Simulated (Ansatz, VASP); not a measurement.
## Two plane-wave programs on AlAs

```
Al As
1.0
     0.00000    2.86335    2.86335
     2.86335    0.00000    2.86335
     2.86335    2.86335    0.00000
Al As
1 1
Direct
  0.00000 0.00000 0.00000
  0.75000 0.75000 0.75000
```

Alike in both runs: functional PBE; k mesh 6 × 6 × 6; occupations gaussian, width 0.1 eV; no spin polarisation.

Ansatz relaxed the structure, and its values are those at the end. VASP's run is a single point on that final structure, the one shown.

```csv
,VASP,Ansatz
version,VASP 6.6.1,Ansatz 0.2.0
potentials or method,"VASP PAW PBE potentials, release 64 (Al, As), cutoff 500 eV","scalar-relativistic, plane waves, PAW"
valence electrons in the cell,8,18
```

|  | VASP | Ansatz | Ansatz less VASP |
| --- | --- | --- | --- |
| gap on the k mesh at the Fermi level (eV) | 1.49 | 1.50 | +0.009 |
| least direct gap on the mesh (eV) | 1.79 | 1.78 | -0.006 |
| pressure (GPa) | 0.2 | 0.1 | -0.16 |

The functional is the same, so the differences come from potentials, cutoffs and numerics. VASP's potentials hold 8 valence electrons a cell and Ansatz's 18, so a difference there can come from the potentials and not from the codes.
